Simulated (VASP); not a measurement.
Write the native input for VASP 6.6.1 that does the following.

```yaml
Task: single point
Functional: r2SCAN
Potentials_or_basis: VASP PAW PBE potentials, release 64 (Li_sv, H)
Cutoff: 520 eV
k_mesh: 12 × 12 × 12
Occupations: fermi-dirac, width 0.02 eV
Spin: no spin polarisation
Dipole_correction: no
Further_INCAR_settings: ALGO = Normal; EDIFF = 1e-06; NBANDS = 9
```

The system is LiH.

```xyz
2
Lattice="0.0000 2.0015 2.0015 2.0015 0.0000 2.0015 2.0015 2.0015 0.0000" Properties=species:S:1:pos:R:3 pbc="T T T"
Li    0.0000    0.0000    0.0000
H     2.0015    2.0015    2.0015
```

The input as run:

POSCAR

```
LiH
1.0
    0.0000000000      2.0014845000      2.0014845000
    2.0014845000      0.0000000000      2.0014845000
    2.0014845000      2.0014845000      0.0000000000
Li H
1 1
Direct
    0.0000000000      0.0000000000      0.0000000000
    0.5000000000      0.5000000000      0.5000000000
```

INCAR.step1

```
ALGO = Normal
EDIFF = 1E-4
ENCUT = 520
GGA = PE
ISMEAR = -1
LASPH = T
LCHARG = F
LREAL = F
LWAVE = T
NBANDS = 9
NELM = 100
PREC = Accurate
SIGMA = 0.02
```

INCAR.step2

```
ALGO = Normal
EDIFF = 1E-6
ENCUT = 520
ISIF = 2
ISMEAR = -1
ISTART = 1
LASPH = T
LCHARG = F
LMIXTAU = T
LREAL = F
LWAVE = F
METAGGA = R2SCAN
NBANDS = 9
NELM = 100
PREC = Accurate
SIGMA = 0.02
```

KPOINTS

```
k-points
0
Gamma
  12 12 12
```

Potentials or basis: VASP PAW PBE potentials, release 64 (Li_sv, H).

Run with:

```sh
$ cat potpaw_PBE.64/Li_sv/POTCAR potpaw_PBE.64/H/POTCAR > POTCAR
$ cp INCAR.step1 INCAR
$ mpirun -np 1 vasp_std > vasp.out
$ cp INCAR.step2 INCAR
$ mpirun -np 1 vasp_std > vasp.out
```

It gave:

* Band gap on the k mesh: 3.58 eV, direct

Wall time 30 s on 1 thread of Intel Xeon 6975P-C, with other jobs on the host, peak memory 0.14 GiB.
